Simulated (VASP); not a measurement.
A run of VASP 6.6.1 is set up as follows.

File INCAR:

```
PREC = Accurate ; ENCUT = 520
EDIFF = 1E-7 ; ISMEAR = 0
SIGMA = 0.02 ; LREAL = False
LASPH = True ; NELM = 100
ALGO = Normal ; ISIF = 2
LWAVE = False ; LCHARG = False
GGA = PE ; NBANDS = 22
```

KPOINTS

```
Automatic mesh
0
Gamma
  9 9 6
```

POSCAR

```
NaF
1.0
    3.9421902262      0.0000000000      0.0000000000
   -1.9710951131      3.4140368824      0.0000000000
    0.0000000000      0.0000000000      4.6557054212
Na F
2 2
Direct
    0.3333333333      0.6666666667      1.0000000000
    0.6666666667      0.3333333333      0.5000000000
    0.6666666667      0.3333333333      0.0000000000
    0.3333333333      0.6666666667      0.5000000000
```

Potentials or basis: VASP PAW PBE potentials, release 64 (Na_pv, F).

Command:

```bash
$ cat potpaw_PBE.64/Na_pv/POTCAR potpaw_PBE.64/F/POTCAR > POTCAR
$ mpirun -np 1 vasp_std > vasp.out
```

Task: Estimate the pressure.

Result: -0.1 GPa.

Task: Predict the band gap on the k mesh.

Result: 5.48 eV, direct.

A k mesh can miss the band edges. PBE gaps usually lie below the measured ones, often by a third to a half.
